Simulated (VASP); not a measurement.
The system is SnO.

```
Sn O
1.0
     3.35500    0.00000    0.00000
     0.00000    5.67410    0.00000
     0.00000    0.00000    4.22197
Sn O
2 2
Direct
  0.00000 0.23191 0.51314
  0.50000 0.76809 0.01314
  0.00000 0.89125 0.73686
  0.50000 0.10875 0.23686
```

```yaml
Program: VASP 6.6.1
Task: relaxation of cell and atoms
Functional: PBEsol
Potentials_or_basis: VASP PAW PBE potentials, release 64 (Sn_d, O)
Cutoff: 600 eV
k_mesh: 6 × 4 × 6
Occupations: gaussian, width 0.01 eV
Spin: no spin polarisation
```

At the start: pressure -2.9 GPa; volume 20.09 Å³/atom.

Problem. How do energy, volume and symmetry change on relaxing?

Solution. Over 28 steps the energy falls by 11.4 meV/atom and the volume is 18.12 Å³/atom (-9.8 %); space group Pmn2_1 (No. 31, to 0.1 Å) before and after.

Step by step:
```csv
step,energy change (eV),largest force (eV/Å),pressure (GPa),volume (Å³)
1,0.0000,0.3520,-2.93,80.37
2,-0.0030,0.7397,2.65,76.17
3,-0.0252,0.1897,-0.20,78.15
4,-0.0298,0.1275,-0.17,77.67
5,-0.0326,0.0408,-0.13,77.00
6,-0.0327,0.0389,-0.11,76.87
7,-0.0337,0.0406,-0.04,76.58
8,-0.0356,0.0544,0.20,75.71
9,-0.0345,0.1081,0.72,73.98
10,-0.0360,0.0728,0.35,75.13
11,-0.0366,0.0593,0.09,75.12
12,-0.0367,0.0630,-0.19,75.10
13,-0.0367,0.0534,-0.10,75.10
14,-0.0370,0.0506,-0.09,75.04
15,-0.0377,0.0465,-0.11,74.85
16,-0.0389,0.0423,-0.08,74.46
17,-0.0399,0.0549,-0.07,73.69
18,-0.0405,0.0540,-0.04,73.51
19,-0.0420,0.0559,0.09,72.95
20,-0.0423,0.0785,0.38,71.84
21,-0.0427,0.0659,0.23,72.37
22,-0.0433,0.0799,-0.14,72.49
23,-0.0433,0.0821,-0.18,72.49
24,-0.0440,0.0537,-0.07,72.42
25,-0.0441,0.0885,0.30,72.19
26,-0.0444,0.0580,0.18,72.29
27,-0.0450,0.0406,0.11,72.35
28,-0.0455,0.0172,0.01,72.47
```

Final structure:
```
CELL_PARAMETERS angstrom
3.30931 0.00000 0.00000
0.00000 5.71241 0.00000
0.00000 0.00000 3.83371
ATOMIC_POSITIONS crystal
Sn 0.00000 0.23522 0.53131
Sn 0.50000 0.76478 0.03131
O 0.00000 0.88284 0.71869
O 0.50000 0.11716 0.21869
```

Caveat: the PAW data sets were made with another functional, which shifts forces and pressure a little.
